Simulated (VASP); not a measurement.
# Na2S (Fm-3m) in VASP: notebook, part 3 of 3

VASP 6.6.1.

**6. Relaxation of cell and atoms, HSE06**

This run uses another cell than the first one, of 23.00 Å³/atom.

The input, POSCAR:

```
Na2S
1.0
    0.0000000000      3.2554286216      3.2554286216
    3.2554286216      0.0000000000      3.2554286216
    3.2554286216      3.2554286216      0.0000000000
Na S
2 1
Direct
    0.2500000000      0.2500000000      0.2500000000
    0.7500000000      0.7500000000      0.7500000000
    0.0000000000      0.0000000000      0.0000000000
```

The input, INCAR.step1:

```
SYSTEM = Na2S
PREC = Accurate
ENCUT = 500
EDIFF = 1E-5
ISMEAR = -1
SIGMA = 0.02
LREAL = .False.
LASPH = .True.
NELM = 120
ALGO = Normal
LWAVE = .True.
LCHARG = .False.
GGA = PE
NBANDS = 17
GGA_COMPAT = .False.
IBRION = 2
ISIF = 3
EDIFFG = -0.005
NELMIN = 4
NSW = 100
```

The input, INCAR.step2:

```
SYSTEM = Na2S
PREC = Accurate
ENCUT = 500
EDIFF = 1E-7
ISMEAR = -1
SIGMA = 0.02
LREAL = .False.
LASPH = .True.
NELM = 120
ALGO = Normal
ISIF = 3
LWAVE = .False.
LCHARG = .False.
GGA = PE
LHFCALC = .True.
HFSCREEN = 0.2079
PRECFOCK = Normal
IBRION = 2
NSW = 80
EDIFFG = -0.005
ISTART = 1
GGA_COMPAT = .False.
NELMIN = 4
```

The input, KPOINTS:

```
Automatic mesh
0
Gamma
  4 4 4
  0 0 0
```

Potentials or basis: VASP PAW PBE potentials, release 64 (Na_pv, S).

Run with:

```
cat potpaw_PBE.64/Na_pv/POTCAR potpaw_PBE.64/S/POTCAR > POTCAR
cp INCAR.step1 INCAR
mpirun -np 1 vasp_std > vasp.out
cp INCAR.step2 INCAR
mpirun -np 1 vasp_std > vasp.out
```

OUTCAR:

```text
SYSTEM = Na2S
   PREC = Accurate
   ENCUT = 500
   EDIFF = 1E-7
   ISMEAR = -1
   LREAL = .False.
   LASPH = .True.
   NELM = 120
   ISIF = 3
   GGA = PE
   LHFCALC = .True.
   HFSCREEN = 0.2079
   PRECFOCK = Normal
   IBRION = 2
   NSW = 80
   EDIFFG = -0.005
   ISTART = 1
   NELMIN = 4

 ion  position               nearest neighbor table
   1  0.250  0.250  0.250-
   2  0.750  0.750  0.750-
   3  0.000  0.000  0.000-

  LATTYP: Found a face centered cubic cell.
 ALAT       =     6.5108572432

  Lattice vectors:

 A1 = (   0.0000000000,   3.2554286216,   3.2554286216)
 A2 = (   3.2554286216,   0.0000000000,   3.2554286216)
 A3 = (   3.2554286216,   3.2554286216,   0.0000000000)

Analysis of symmetry for initial positions (statically):
=====================================================================
 Subroutine PRICEL returns:
 Original cell was already a primitive cell.

 Routine SETGRP: Setting up the symmetry group for a
 face centered cubic supercell.

 Subroutine GETGRP returns: Found 48 space group operations
 (whereof 48 operations were pure point group operations)
 out of a pool of 48 trial point group operations.

The static configuration has the point symmetry O_h .

Analysis of symmetry for dynamics (positions and initial velocities):
=====================================================================
 Subroutine PRICEL returns:
 Original cell was already a primitive cell.

 Routine SETGRP: Setting up the symmetry group for a
 face centered cubic supercell.

 Subroutine GETGRP returns: Found 48 space group operations
 (whereof 48 operations were pure point group operations)
 out of a pool of 48 trial point group operations.

The dynamic configuration has the point symmetry O_h .

 Subroutine INISYM returns: Found 48 space group operations
 (whereof 48 operations are pure point group operations),
 and found     1 'primitive' translations

----------------------------------------------------------------------------------------

                                     Primitive cell

  volume of cell :      69.0009

  direct lattice vectors                    reciprocal lattice vectors
     0.000000000  3.255428622  3.255428622    -0.153589606  0.153589606  0.153589606
     3.255428622  0.000000000  3.255428622     0.153589606 -0.153589606  0.153589606
     3.255428622  3.255428622  0.000000000     0.153589606  0.153589606 -0.153589606

  length of vectors
     4.603871308  4.603871308  4.603871308     0.266025001  0.266025001  0.266025001

  position of ions in fractional coordinates (direct lattice)
     0.250000000  0.250000000  0.250000000
     0.750000000  0.750000000  0.750000000
     0.000000000  0.000000000  0.000000000

  ion indices of the primitive-cell ions
   primitive index   ion index
                 1           1
                 2           2
                 3           3

----------------------------------------------------------------------------------------

 KPOINTS: Automatic mesh

Automatic generation of k-mesh.
 Grid dimensions read from file:
 generate k-points for:    4    4    4

 Generating k-lattice:

  Cartesian coordinates                     Fractional coordinates (reciprocal lattice)
    -0.038397402  0.038397402  0.038397402     0.250000000  0.000000000  0.000000000
     0.038397402 -0.038397402  0.038397402     0.000000000  0.250000000  0.000000000
     0.038397402  0.038397402 -0.038397402     0.000000000  0.000000000  0.250000000

  Length of vectors
     0.066506250  0.066506250  0.066506250

  Shift w.r.t. Gamma in fractional coordinates (k-lattice)
     0.000000000  0.000000000  0.000000000

 Subroutine IBZKPT returns following result:
 ===========================================

 Found      8 irreducible k-points:

 Following reciprocal coordinates:
            Coordinates               Weight
  0.000000  0.000000  0.000000      1.000000
  0.250000  0.000000  0.000000      8.000000
  0.500000  0.000000  0.000000      4.000000
  0.250000  0.250000  0.000000      6.000000
  0.500000  0.250000  0.000000     24.000000
 -0.250000  0.250000  0.000000     12.000000
  0.500000  0.500000  0.000000      3.000000
 -0.250000  0.500000  0.250000      6.000000
   k-points           NKPTS =      8   k-points in BZ     NKDIM =     64   number of bands    NBANDS=     14
   number of dos      NEDOS =    301   number of ions     NIONS =      3
   total plane-waves  NPLWV =  46656
   dimension x,y,z NGX =    36 NGY =   36 NGZ =   36
   dimension x,y,z NGXF=    72 NGYF=   72 NGZF=   72
   ions per type =               2   1
   NGX,Y,Z   is equivalent  to a cutoff of  13.00, 13.00, 13.00 a.u.
   NGXF,Y,Z  is equivalent  to a cutoff of  26.00, 26.00, 26.00 a.u.
 SYSTEM =  Na2S
   PREC   = accura    normal or accurate (medium, high low for compatibility)
   ISTART =      1    job   : 0-new  1-cont  2-samecut
   ICHARG =      0    charge: 1-file 2-atom 10-const
   ISPIN  =      1    spin polarized calculation?
   LNONCOLLINEAR =      F non collinear calculations
   LSORBIT =      F    spin-orbit coupling
   LASPH  =      T    aspherical Exc in radial PAW
   ENCUT  =  500.0 eV  36.75 Ry    6.06 a.u.   8.39  8.39  8.39*2*pi/ulx,y,z
   NELM   =    120;   NELMIN=  4; NELMDL=  0     # of ELM steps
   EDIFF  = 0.1E-06   stopping-criterion for ELM
   LREAL  =      F    real-space projection
   EDIFFG = -.5E-02   stopping-criterion for IOM
   NSW    =     80    number of steps for IOM
   IBRION =      2    ionic relax: 0-MD 1-quasi-New 2-CG
   NFREE  =      1    steps in history (QN), initial steepest desc. (CG)
   ISIF   =      3    stress and relaxation
   ISYM   =      3    0-nonsym 1-usesym 2-fastsym
   POTIM  = 0.5000    time-step for ionic-motion
   TEBEG  =    0.0;   TEEND  =   0.0 temperature during run
   PSTRESS=    0.0 pullay stress
   NELECT =      20.0000    total number of electrons
   NUPDOWN=      -1.0000    fix difference up-down
   EMIN   =  10.00;   EMAX   =-10.00  energy-range for DOS
   EFERMI =   0.00;   METHOD = LEGACY
   ISMEAR =    -1;   SIGMA  =   0.02  broadening in eV -4-tet -1-fermi 0-gaus
   EFERMI_NEDOS =   21; number of points for ismear=-14 and -15
   IALGO  =     38    algorithm
   IMIX   =      1    mixing-type and parameters
     AMIX     =   0.40;   BMIX     =  1.00
     AMIX_MAG =   1.60;   BMIX_MAG =  1.00
  volume/ion in A,a.u.               =      23.00       155.21
  Fermi-wavevector in a.u.,A,eV,Ry     =   1.083428  2.047382 15.970734  1.173816
  Thomas-Fermi vector in A             =   2.219494
   LORBIT       =      0    0 simple, 1 ext, 2 COOP (PROOUT), +10 PAW based schemes
   GGA     = PE    functional components
   LHFCALC =     T    Hartree Fock is set to
   PRECFOCK=normal    Normal, Fast or Accurate (Low or Medium for compatibility)
   ENCUT4O =  -1.0   cutoff for four orbital integrals eV
   NKREDX  =     1    reduce k-point grid by
   NKREDY  =     1    reduce k-point grid by
   NKREDZ  =     1    reduce k-point grid by
   AEXX    =    0.2500 exact exchange contribution
   HFSCREEN=    0.2079 screening length (either q_TF or 0.3 A-1)
   HFSCREENC=   0.2079 screening length for correlation (either q_TF or 0.3 A-1)
   ENCUTFOCK=  -1.0 apply spherical cutoff to Coloumb kernel
   IVDW    =     0    specifies the selected vdW correction
   LEPSILON=     F    determine dielectric tensor
   LRPA    =     F    only Hartree local field effects (RPA)
 conjugate gradient relaxation of ions
 non-spin polarized calculation
  energy-cutoff  :      500.00
  volume of cell :       69.00
 maximum number of plane-waves:      1807
 NGX is ok and might be reduce to    36
  NGX = 28; NGY = 28; NGZ = 28

--------------------------------------- Ionic step        1  -------------------------------------------

 number of electron      19.9999984 magnetization

 Free energy of the ion-electron system (eV)
  ---------------------------------------------------
  ext. energy  EPLUGINS =         0.00000000
  ---------------------------------------------------
  free energy    TOTEN  =       -11.50290119 eV

  energy without entropy =      -11.50290119  energy(sigma->0) =      -11.50290119

 E-fermi :   0.0326     XC(G=0):  -6.5763

 val. band max:       -0.4712198907   @ k =   0.0000   0.0000   0.0000
 cond. band min:       3.0487023576   @ k =   0.0000   0.0000   0.0000
 fundamental gap:      3.5199222483
 Fermi energy:         0.0326251662

 k-point     1 :       0.0000    0.0000    0.0000
  band No.  band energies     occupation
      1     -25.0018      2.00000
      2     -25.0018      2.00000
      3     -25.0018      2.00000
      4     -24.9499      2.00000
      5     -24.9499      2.00000
      6     -24.9499      2.00000
      7     -11.6841      2.00000
      8      -0.4712      2.00000
      9      -0.4712      2.00000
     10      -0.4712      2.00000
     11       3.0487      0.00000
     12       8.4941      0.00000
     13       8.4941      0.00000
     14       8.4941      0.00000
[... 188 lines left out ...]
  energy  without entropy=      -11.5031936529  energy(sigma->0) =      -11.50319365

--------------------------------------- Ionic step        3  -------------------------------------------

 number of electron      19.9999985 magnetization

 Free energy of the ion-electron system (eV)
  ---------------------------------------------------
  ext. energy  EPLUGINS =         0.00000000
  ---------------------------------------------------
  free energy    TOTEN  =       -11.50323131 eV

  energy without entropy =      -11.50323131  energy(sigma->0) =      -11.50323131

 E-fermi :  -0.0311     XC(G=0):  -6.5562

 val. band max:       -0.4974093376   @ k =   0.0000   0.0000   0.0000
 cond. band min:       2.9986060787   @ k =   0.0000   0.0000   0.0000
 fundamental gap:      3.4960154162
 Fermi energy:        -0.0310686952

 k-point     1 :       0.0000    0.0000    0.0000
  band No.  band energies     occupation
      1     -25.0444      2.00000
      2     -25.0444      2.00000
      3     -25.0444      2.00000
      4     -24.9936      2.00000
      5     -24.9936      2.00000
      6     -24.9936      2.00000
      7     -11.7006      2.00000
      8      -0.4974      2.00000
      9      -0.4974      2.00000
     10      -0.4974      2.00000
     11       2.9986      0.00000
     12       8.4423      0.00000
     13       8.4423      0.00000
     14       8.4423      0.00000
[... 147 lines left out ...]
  FREE ENERGIE OF THE ION-ELECTRON SYSTEM (eV)
  ---------------------------------------------------
  free  energy   TOTEN  =       -11.5032313063 eV

  energy  without entropy=      -11.5032313063  energy(sigma->0) =      -11.50323131

 reached required accuracy - stopping structural energy minimisation
```

Run time: 24 min. Hardware: 1 thread of Intel Xeon Platinum 8488C (Sapphire Rapids), shared host; peak memory 0.31 GiB.

What came out:

```
Free energy                           : -11.5032 eV
Relaxed volume                        : 23.15 Å³/atom
Relaxed cell                          : a = 4.614 Å, b = 4.614 Å, c = 4.614 Å, α = 60.00°, β = 60.00°, γ = 60.00°
Space group after relaxing (to 0.1 Å) : Fm-3m (No. 225)
Energy gained by relaxing             : 0.1 meV/atom
Ionic steps                           : 3
Pressure after relaxing               : 0.0 GPa
Band gap on the k mesh                : 3.50 eV
```

Step by step:
```tsv
step	energy change (eV)	largest force (eV/Å)	pressure (GPa)	volume (Å³)
1	0.0000	0.0000	0.22	69.00
2	-0.0003	0.0000	0.07	69.32
3	-0.0003	0.0000	0.01	69.45
```

Final structure:
```
CELL_PARAMETERS angstrom
0.00000 3.26255 3.26255
3.26255 0.00000 3.26255
3.26255 3.26255 0.00000
ATOMIC_POSITIONS crystal
Na 0.25000 0.25000 0.25000
Na 0.75000 0.75000 0.75000
S 0.00000 0.00000 0.00000
```

Levels at points of the mesh, in eV from the valence-band top:
```
           k point  band 8  band 9  band 10  band 11  band 12  band 13
(0.00, 0.00, 0.00)    0.00    0.00     0.00     3.50     8.94     8.94
(0.50, 0.00, 0.00)   -1.77   -0.15    -0.15     5.92     7.58     8.28
(0.50, 0.50, 0.00)   -1.58   -0.51    -0.51     4.78     7.15     9.86
```

Caveat: the PAW data sets were made with another functional, which shifts forces and pressure a little.

**7. The runs side by side**

| task | level | potentials or basis | cell | k mesh | cutoff (eV) | grid for exact exchange (PRECFOCK) | share of exact exchange | screening parameter | gap on the mesh (eV) | pressure (GPa) | relaxed volume (Å³/atom) |
| --- | --- | --- | --- | --- | --- | --- | --- | --- | --- | --- | --- |
| relaxation of cell and atoms | PBEsol | VASP PAW PBE potentials, release 64 (Na_pv, S) | relaxed from a = 4.644 Å, angles 60.0°, 3 atoms | 6 × 6 × 6 | 500 | - | - | - | 2.42 | 0.0 | 22.93 |
| relaxation of cell and atoms | LDA | VASP PAW LDA potentials, release 64 (Na_pv, S) | relaxed from a = 4.644 Å, angles 60.0°, 3 atoms | 6 × 6 × 6 | 500 | - | - | - | 2.49 | 0.0 | 21.70 |
| relaxation of cell and atoms | r2SCAN | VASP PAW PBE potentials, release 64 (Na_pv, S) | relaxed from a = 4.644 Å, angles 60.0°, 3 atoms | 6 × 6 × 6 | 550 | - | - | - | 3.12 | 0.0 | 22.95 |
| single point | HSE06 | VASP PAW PBE potentials, release 64 (Na_pv, S) | a = 4.610 Å, angles 60.0°, 3 atoms | 4 × 4 × 4 | 400 | Normal | 0.25 | 0.2079 1/Å | 3.50 | -0.1 | - |
| relaxation of cell and atoms | HSE06 | VASP PAW PBE potentials, release 64 (Na_pv, S) | relaxed from a = 4.604 Å, angles 60.0°, 3 atoms | 4 × 4 × 4 | 500 | Normal | 0.25 | 0.2079 1/Å | 3.50 | 0.0 | 23.15 |

Alike in all rows: no spin polarisation; smearing fermi-dirac 0.02 eV.

Caveats: the PAW data sets were made with another functional, which shifts forces and pressure a little (at least some runs).

Absolute energies hang on the potentials; compare differences alone.
